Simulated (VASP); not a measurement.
# ZnCu2SnSe4 (I-4) in VASP: single point with r2SCAN

Aim: the single point of ZnCu2SnSe4 with r2SCAN.

Everything below comes from runs of VASP 6.6.1. Logs are shortened: lines on timing, memory, paths and dates and some standing lists are left out, and cuts for length are marked.

## Step 1: The cell of the first run

The structure is tetragonal, space group I-4 (No. 82). The conventional cell has a = 5.765 Å, b = 5.765 Å, c = 11.520 Å, α = 90.00°, β = 90.00°, γ = 90.00°. Zn (site symmetry -4) has 4 Se at 2.50 Å within 3.3 Å. Within 3.2 Å of Cu (site symmetry -4) lie 4 Se at 2.43 Å. Within 3.2 Å of Cu (site symmetry -4) lie 4 Se at 2.44 Å. Within 3.5 Å of Sn (site symmetry -4) lie 4 Se at 2.63 Å. Se (site symmetry 1) has 2 Cu at 2.43 to 2.44 Å and 1 Zn at 2.50 Å and 1 Sn at 2.63 Å within 3.2 Å.

## Step 2: Single point, r2SCAN

POSCAR reads:

```
ZnCu2SnSe4
1.0
   -2.8824511675      2.8824511675      5.7599695616
    2.8824511675     -2.8824511675      5.7599695616
    2.8824511675      2.8824511675     -5.7599695616
Zn Cu Sn Se
1 2 1 4
Direct
    0.7500000000      0.2500000000      0.5000000000
    0.2500000000      0.7500000000      0.5000000000
    0.0000000000      0.0000000000      0.0000000000
    0.5000000000      0.5000000000      0.0000000000
    0.6293930906      0.6387054504      0.5285377648
    0.1101676856      0.1008553259      0.4714622352
    0.8991446741      0.3706069094      0.0093123597
    0.3612945496      0.8898323144      0.9906876403
```

INCAR.step1 reads:

```
SYSTEM = ZnCu2SnSe4
PREC     = Accurate       ! precision mode
ENCUT    = 660            ! plane-wave cutoff, eV
ISMEAR   = 0              ! smearing method
SIGMA    = 0.1            ! smearing width, eV
LREAL    = .FALSE.        ! projectors in reciprocal space
LASPH    = .TRUE.         ! aspherical terms in the spheres
NELM     = 120            ! most SCF steps
NBANDS   = 46             ! bands
GGA      = PE             ! functional
ALGO     = Normal         ! electronic algorithm
EDIFF    = 1E-5           ! SCF threshold, eV
LWAVE    = .TRUE.         ! write WAVECAR
LCHARG   = .FALSE.        ! write CHGCAR
GGA_COMPAT= .FALSE.      
KPAR     = 4
```

INCAR.step2 reads:

```
SYSTEM = ZnCu2SnSe4
PREC     = Accurate       ! precision mode
ENCUT    = 660            ! plane-wave cutoff, eV
EDIFF    = 1E-6           ! SCF threshold, eV
ISMEAR   = 0              ! smearing method
SIGMA    = 0.1            ! smearing width, eV
LREAL    = .FALSE.        ! projectors in reciprocal space
LASPH    = .TRUE.         ! aspherical terms in the spheres
NELM     = 120            ! most SCF steps
ALGO     = Normal         ! electronic algorithm
ISIF     = 2              ! what is computed and relaxed
LWAVE    = .FALSE.        ! write WAVECAR
LCHARG   = .FALSE.        ! write CHGCAR
METAGGA  = R2SCAN         ! meta-GGA
LMIXTAU  = .TRUE.       
NBANDS   = 46             ! bands
ISTART   = 1            
GGA_COMPAT= .FALSE.      
KPAR     = 4
```

KPOINTS reads:

```
regular mesh
0
G
  10 10 10
  0 0 0
```

Potentials or basis: VASP PAW PBE potentials, release 64 (Zn, Cu, Sn_d, Se).

Started as:

```
> cat potpaw_PBE.64/Zn/POTCAR potpaw_PBE.64/Cu/POTCAR potpaw_PBE.64/Sn_d/POTCAR potpaw_PBE.64/Se/POTCAR > POTCAR
> cp INCAR.step1 INCAR
> mpirun -np 4 vasp_std > vasp.out
> cp INCAR.step2 INCAR
> mpirun -np 4 vasp_std > vasp.out
```

OUTCAR:

```text
SYSTEM = ZnCu2SnSe4
   PREC = Accurate
   ENCUT = 660
   EDIFF = 1E-6
   ISMEAR = 0
   LREAL = .FALSE.
   LASPH = .TRUE.
   NELM = 120
   ISIF = 2
   METAGGA = R2SCAN
   ISTART = 1

 ion  position               nearest neighbor table
   1  0.750  0.250  0.500-   7 2.50   6 2.50   8 2.50   5 2.50
   2  0.250  0.750  0.500-   5 2.43   7 2.43   6 2.43   8 2.43
   3  0.000  0.000  0.000-   8 2.44   6 2.44   5 2.44   7 2.44
   4  0.500  0.500  0.000-   7 2.63   6 2.63   8 2.63   5 2.63
   5  0.629  0.639  0.529-   2 2.43   3 2.44   1 2.50   4 2.63
   6  0.110  0.101  0.471-   2 2.43   3 2.44   1 2.50   4 2.63
   7  0.899  0.371  0.009-   2 2.43   3 2.44   1 2.50   4 2.63
   8  0.361  0.890  0.991-   2 2.43   3 2.44   1 2.50   4 2.63

  LATTYP: Found a body centered tetragonal cell.
 ALAT       =     5.7649023350
 C/A-ratio  =     1.9982886880

  Lattice vectors:

 A1 = (  -2.8824511675,   2.8824511675,   5.7599695616)
 A2 = (   2.8824511675,  -2.8824511675,   5.7599695616)
 A3 = (   2.8824511675,   2.8824511675,  -5.7599695616)

Analysis of symmetry for initial positions (statically):
=====================================================================
 Subroutine PRICEL returns:
 Original cell was already a primitive cell.

 Routine SETGRP: Setting up the symmetry group for a
 body centered tetragonal supercell.

 Subroutine GETGRP returns: Found  4 space group operations
 (whereof  4 operations were pure point group operations)
 out of a pool of 16 trial point group operations.

The static configuration has the point symmetry S_4 .

Analysis of symmetry for dynamics (positions and initial velocities):
=====================================================================
 Subroutine PRICEL returns:
 Original cell was already a primitive cell.

 Routine SETGRP: Setting up the symmetry group for a
 body centered tetragonal supercell.

 Subroutine GETGRP returns: Found  4 space group operations
 (whereof  4 operations were pure point group operations)
 out of a pool of 16 trial point group operations.

The dynamic configuration has the point symmetry S_4 .

 Subroutine INISYM returns: Found  4 space group operations
 (whereof  4 operations are pure point group operations),
 and found     1 'primitive' translations

----------------------------------------------------------------------------------------

                                     Primitive cell

  volume of cell :     191.4274

  direct lattice vectors                    reciprocal lattice vectors
    -2.882451168  2.882451168  5.759969562     0.000000000  0.173463476  0.086806014
     2.882451168 -2.882451168  5.759969562     0.173463476  0.000000000  0.086806014
     2.882451168  2.882451168 -5.759969562     0.173463476  0.173463476  0.000000000

  length of vectors
     7.056507551  7.056507551  7.056507551     0.193971291  0.193971291  0.245314401

  position of ions in fractional coordinates (direct lattice)
     0.750000000  0.250000000  0.500000000
     0.250000000  0.750000000  0.500000000
     0.000000000  0.000000000  0.000000000
     0.500000000  0.500000000  0.000000000
     0.629393091  0.638705450  0.528537765
     0.110167686  0.100855326  0.471462235
     0.899144674  0.370606909  0.009312360
     0.361294550  0.889832314  0.990687640

  ion indices of the primitive-cell ions
   primitive index   ion index
                 1           1
                 2           2
                 3           3
                 4           4
                 5           5
                 6           6
                 7           7
                 8           8

----------------------------------------------------------------------------------------

 KPOINTS: regular mesh

Automatic generation of k-mesh.
 Grid dimensions read from file:
 generate k-points for:   10   10   10

 Generating k-lattice:

  Cartesian coordinates                     Fractional coordinates (reciprocal lattice)
     0.000000000  0.017346348  0.008680601     0.100000000  0.000000000 -0.000000000
     0.017346348  0.000000000  0.008680601     0.000000000  0.100000000 -0.000000000
     0.017346348  0.017346348  0.000000000     0.000000000  0.000000000  0.100000000

  Length of vectors
     0.019397129  0.019397129  0.024531440

  Shift w.r.t. Gamma in fractional coordinates (k-lattice)
     0.000000000  0.000000000  0.000000000

 Subroutine IBZKPT returns following result:
 ===========================================

 Found    144 irreducible k-points:

 Following reciprocal coordinates:
            Coordinates               Weight
  0.000000  0.000000  0.000000      1.000000
  0.100000 -0.000000  0.000000      8.000000
  0.200000 -0.000000  0.000000      8.000000
  0.300000 -0.000000  0.000000      8.000000
  0.400000  0.000000  0.000000      8.000000
  0.500000  0.000000  0.000000      4.000000
[... 16 lines left out ...]
  0.200000  0.200000  0.000000      8.000000
  0.300000  0.200000  0.000000      8.000000
 [... further k-points ...]
   k-points           NKPTS =    144   k-points in BZ     NKDIM =    144   number of bands    NBANDS=     46
   number of dos      NEDOS =    301   number of ions     NIONS =      8
   total plane-waves  NPLWV = 216000
   dimension x,y,z NGX =    60 NGY =   60 NGZ =   60
   dimension x,y,z NGXF=   120 NGYF=  120 NGZF=  120
   ions per type =               1   2   1   4
   NGX,Y,Z   is equivalent  to a cutoff of  14.14, 14.14, 14.14 a.u.
   NGXF,Y,Z  is equivalent  to a cutoff of  28.27, 28.27, 28.27 a.u.
 SYSTEM =  ZnCu2SnSe4
   PREC   = accura    normal or accurate (medium, high low for compatibility)
   ISTART =      1    job   : 0-new  1-cont  2-samecut
   ICHARG =      0    charge: 1-file 2-atom 10-const
   ISPIN  =      1    spin polarized calculation?
   LNONCOLLINEAR =      F non collinear calculations
   LSORBIT =      F    spin-orbit coupling
   LASPH  =      T    aspherical Exc in radial PAW
   ENCUT  =  660.0 eV  48.51 Ry    6.96 a.u.  14.78 14.78 14.78*2*pi/ulx,y,z
   NELM   =    120;   NELMIN=  2; NELMDL=  0     # of ELM steps
   EDIFF  = 0.1E-05   stopping-criterion for ELM
   LREAL  =      F    real-space projection
   EDIFFG = 0.1E-04   stopping-criterion for IOM
   NSW    =      0    number of steps for IOM
   IBRION =     -1    ionic relax: 0-MD 1-quasi-New 2-CG
   NFREE  =      0    steps in history (QN), initial steepest desc. (CG)
   ISIF   =      2    stress and relaxation
   ISYM   =      2    0-nonsym 1-usesym 2-fastsym
   POTIM  = 0.5000    time-step for ionic-motion
   TEBEG  =    0.0;   TEEND  =   0.0 temperature during run
   PSTRESS=    0.0 pullay stress
   NELECT =      72.0000    total number of electrons
   NUPDOWN=      -1.0000    fix difference up-down
   EMIN   =  10.00;   EMAX   =-10.00  energy-range for DOS
   EFERMI =   0.00;   METHOD = LEGACY
   ISMEAR =     0;   SIGMA  =   0.10  broadening in eV -4-tet -1-fermi 0-gaus
   EFERMI_NEDOS =   21; number of points for ismear=-14 and -15
   IALGO  =     38    algorithm
   IMIX   =      4    mixing-type and parameters
     AMIX     =   0.40;   BMIX     =  1.00
     AMIX_MAG =   1.60;   BMIX_MAG =  1.00
  volume/ion in A,a.u.               =      23.93       161.48
  Fermi-wavevector in a.u.,A,eV,Ry     =   1.181728  2.233143 19.000288  1.396482
  Thomas-Fermi vector in A             =   2.317996
   LORBIT       =      0    0 simple, 1 ext, 2 COOP (PROOUT), +10 PAW based schemes
   METAGGA = R2SCAN    functional components
   LHFCALC =     F    Hartree Fock is set to
   AEXX    =    0.0000 exact exchange contribution
   IVDW    =     0    specifies the selected vdW correction
   LEPSILON=     F    determine dielectric tensor
   LRPA    =     F    only Hartree local field effects (RPA)
 non-spin polarized calculation
 Gauss-broadening in eV      SIGMA  =   0.10
  energy-cutoff  :      660.00
  volume of cell :      191.43
 maximum number of plane-waves:      7402
   NGX = 29   NGY = 29   NGZ = 29

 number of electron      71.9999999 magnetization

 Free energy of the ion-electron system (eV)
  ---------------------------------------------------
  ext. energy  EPLUGINS =         0.00000000
  ---------------------------------------------------
  free energy    TOTEN  =      -116.33318679 eV

  energy without entropy =     -116.33286685  energy(sigma->0) =     -116.33302682

 E-fermi :   3.5030     XC(G=0):  -9.8718

 val. band max:        3.4264973534   @ k =   0.0000   0.0000   0.0000
 cond. band min:       3.7182744820   @ k =   0.5000   0.5000   0.0000
 fundamental gap:      0.2917771286
 Fermi energy:         3.5030322198

 k-point     1 :       0.0000    0.0000    0.0000
  band No.  band energies     occupation
      1     -19.5205      2.00000
      2     -19.5168      2.00000
      3     -19.5168      2.00000
      4     -19.4588      2.00000
      5     -19.4548      2.00000
      6     -11.2862      2.00000
[... 38 lines left out ...]
     45       8.8040      0.00000
     46       9.1980      0.00000

 k-point     2 :       0.1000   -0.0000    0.0000
  band No.  band energies     occupation
      1     -19.5205      2.00000
      2     -19.5168      2.00000
      3     -19.5168      2.00000
      4     -19.4588      2.00000
      5     -19.4548      2.00000
      6     -11.2575      2.00000
[... 38 lines left out ...]
     45       8.8610      0.00000
     46       9.1461      0.00000

 k-point     3 :       0.2000   -0.0000    0.0000
  band No.  band energies     occupation
      1     -19.5206      2.00000
      2     -19.5169      2.00000
      3     -19.5168      2.00000
      4     -19.4588      2.00000
      5     -19.4548      2.00000
      6     -11.1740      2.00000
[... 38 lines left out ...]
     45       8.8032      0.00000
     46       9.3197      0.00000

 k-point     4 :       0.3000   -0.0000    0.0000
  band No.  band energies     occupation
      1     -19.5207      2.00000
      2     -19.5169      2.00000
      3     -19.5168      2.00000
      4     -19.4587      2.00000
      5     -19.4547      2.00000
      6     -11.0438      2.00000
[... 920 lines left out ...]
     45       8.9872      0.00000
     46       9.1824      0.00000

 k-point    23 :       0.2000    0.2000    0.0000
  band No.  band energies     occupation
      1     -19.5207      2.00000
      2     -19.5169      2.00000
      3     -19.5169      2.00000
      4     -19.4587      2.00000
      5     -19.4547      2.00000
      6     -11.0319      2.00000
[... 38 lines left out ...]
     45       9.0313      0.00000
     46       9.2759      0.00000

 k-point    24 :       0.3000    0.2000    0.0000
  band No.  band energies     occupation
      1     -19.5207      2.00000
      2     -19.5169      2.00000
      3     -19.5169      2.00000
      4     -19.4586      2.00000
      5     -19.4547      2.00000
      6     -10.9023      2.00000
[... 38 lines left out ...]
     45       9.0462      0.00000
     46       9.5460      0.00000

 [... further k-points ...]
[... 5 lines left out ...]
  --------------------------------------------------------------------------------------
  -------------------------------------------------------------------------------------
  Total       -2.5742995     -2.5742995     -2.5204024     -0.0000139      0.0000000      0.0000000
  in kB      -21.5459459    -21.5459459    -21.0948467     -0.0001167      0.0000000      0.0000000
  external PRESSURE =     -21.3955795 kB  Pullay stress =       0.0000000 kB

 VOLUME and BASIS-vectors are now :
 -----------------------------------------------------------------------------
  energy-cutoff  :      660.00
  volume of cell :      191.43
      direct lattice vectors                 reciprocal lattice vectors
    -2.882451168  2.882451168  5.759969562     0.000000000  0.173463476  0.086806014
     2.882451168 -2.882451168  5.759969562     0.173463476  0.000000000  0.086806014
     2.882451168  2.882451168 -5.759969562     0.173463476  0.173463476  0.000000000

 POSITION                                       TOTAL-FORCE (eV/Angst)
 -----------------------------------------------------------------------------------
      0.00000      2.88245      2.87998        -0.000000     -0.000000      0.000000
      2.88245      0.00000      2.87998        -0.000000     -0.000000      0.000000
      0.00000      0.00000      0.00000        -0.000000     -0.000000      0.000000
      0.00000      0.00000      5.75997        -0.000000     -0.000000      0.000000
      1.55033      1.49664      4.25985        -0.140774     -0.060807      0.065495
      1.33212      1.38581     -1.50012         0.140774      0.060807      0.065495
     -1.49664      1.55033      7.26009         0.060807     -0.140774     -0.065495
      4.37909      1.33212      1.50012        -0.060807      0.140774     -0.065495
 -----------------------------------------------------------------------------------
    total drift:                                0.000002      0.000002      0.000003

  FREE ENERGIE OF THE ION-ELECTRON SYSTEM (eV)
  ---------------------------------------------------
  free  energy   TOTEN  =      -116.3331867880 eV

  energy  without entropy=     -116.3328668534  energy(sigma->0) =     -116.33302682
```

Wall time 24 min (4 MPI ranks of Intel Xeon 6975P-C (Granite Rapids), shared host); peak memory 1.8 GiB.

What came out:

- Free energy: -116.3332 eV
- Pressure: -2.1 GPa
- Largest force: 0.167 eV/Å
- Band gap on the k mesh: 0.03 eV

Forces on the atoms (eV/Å):
```
Zn   0.000  0.000  0.000
Cu   0.000  0.000  0.000
Cu   0.000  0.000  0.000
Sn   0.000  0.000  0.000
Se  -0.141 -0.061  0.065
Se   0.141  0.061  0.065
Se   0.061 -0.141 -0.065
Se  -0.061  0.141 -0.065
```

Levels at points of the mesh, in eV from the valence-band top:
```csv
k point,band 32,band 33,band 34,band 35,band 36,band 37,band 38,band 39,band 40,band 41
"(0.00, 0.00, 0.00)",-1.57,-1.43,-0.02,0.00,0.00,0.03,1.99,2.56,3.63,3.63
"(0.50, 0.00, 0.00)",-1.33,-1.16,-1.09,-0.99,-0.50,1.42,3.03,3.17,4.06,4.16
"(0.50, 0.50, 0.00)",-1.21,-0.81,-0.71,-0.49,-0.35,0.33,2.14,2.91,3.92,4.16
"(0.50, 0.50, 0.50)",-1.19,-1.06,-1.06,-0.83,-0.83,0.98,2.05,2.05,2.29,3.11
```

Caveat: the smearing spreads over this small gap; semilocal functionals underestimate gaps, and a narrow one can read as zero; the PAW data sets were made with another functional, which shifts forces and pressure a little; spin-orbit coupling is left out, which moves the levels of the heavy elements.

The gap in the log of VASP goes by the Fermi energy; the results here count the filled bands.